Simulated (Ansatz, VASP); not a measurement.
**In: VASP beside Ansatz**

Contents of INCAR:

```
SYSTEM = In
  ALGO = Normal
  EDIFF = 1E-6
  ENCUT = 500
  GGA = LIBXC
  GGA_COMPAT = .FALSE.
  ISIF = 2
  ISMEAR = 1
  ISPIN = 2
  LASPH = .TRUE.
  LCHARG = .TRUE.
  LELF = .TRUE.
  LIBXC1 = GGA_X_RPBE
  LIBXC2 = GGA_C_LYP
  LORBIT = 11
  LREAL = .FALSE.
  LVHAR = .TRUE.
  LWAVE = .FALSE.
  MAGMOM = -0.36
  NBANDS = 16
  NELM = 200
  PREC = Accurate
  SIGMA = 0.05
```

Contents of KPOINTS:

```
k-points
0
G
  11 11 11
  0 0 0
```

File POSCAR:

```
In
1.0
   -1.6145604767      1.6145604767      2.4570974863
    1.6145604767     -1.6145604767      2.4570974863
    1.6145604767      1.6145604767     -2.4570974863
In
1
Direct
    0.0000000000      0.0000000000      0.0000000000
```

Contents of input.yaml:

```yaml
crystal:
  lattice:
    - [-1.6145604767, 1.6145604767, 2.4570974863]
    - [1.6145604767, -1.6145604767, 2.4570974863]
    - [1.6145604767, 1.6145604767, -2.4570974863]
  atoms:
    - { symbol: In, position: [0.0, 0.0, 0.0], spin: -0.36 }
kpoints:
  mp_grid: { grid: [11, 11, 11] }
scf:
  occupations: { method: methfessel_paxton, width: 0.05 }
hamiltonian:
  xc: { exchange: rpbe, correlation: lyp }
  pseudopotentials:
    kind: all_electron
    lapw: { basis_error: 0.0005 }
    dirac_shells: { In: ["3p", "3d"] }
magnetization:
  spin_polarized: true
output:
  forces: true
  stress: true
  eigenvalues: true
```

Change from the starting cell: volume scaled by 0.98.

Alike in both runs: task single point; functional rpbe exchange, lyp correlation; k mesh 11 × 11 × 11; occupations methfessel-paxton of order 1, width 0.05 eV; collinear spin.

```csv
,VASP,Ansatz
version,VASP 6.6.1,Ansatz 0.2.0
potentials or method,"VASP PAW PBE potentials, release 64 (In_d), cutoff 500 eV","all-electron LAPW, inner shells corrected to Dirac's equation"
```

Ansatz gave:

```
gap on the k mesh at the Fermi level (eV)                     : none
pressure (GPa)                                                : 9.1
traceless stress, the component that is largest in VASP (GPa) : -0.43
net moment per atom (μB)                                      : 0.00
```

Problem. Estimate VASP's values.

Solution. gap on the k mesh at the Fermi level (eV): none; pressure (GPa): 9.0; traceless stress, the component that is largest in VASP (GPa): -0.43; net moment per atom (μB): 0.00.

VASP's potentials were made for PBE, not for rpbe exchange, lyp correlation. A gap of «none» marks a metal or a gap that the smearing closes. Ansatz ran all-electron here, and VASP with PAW potentials.
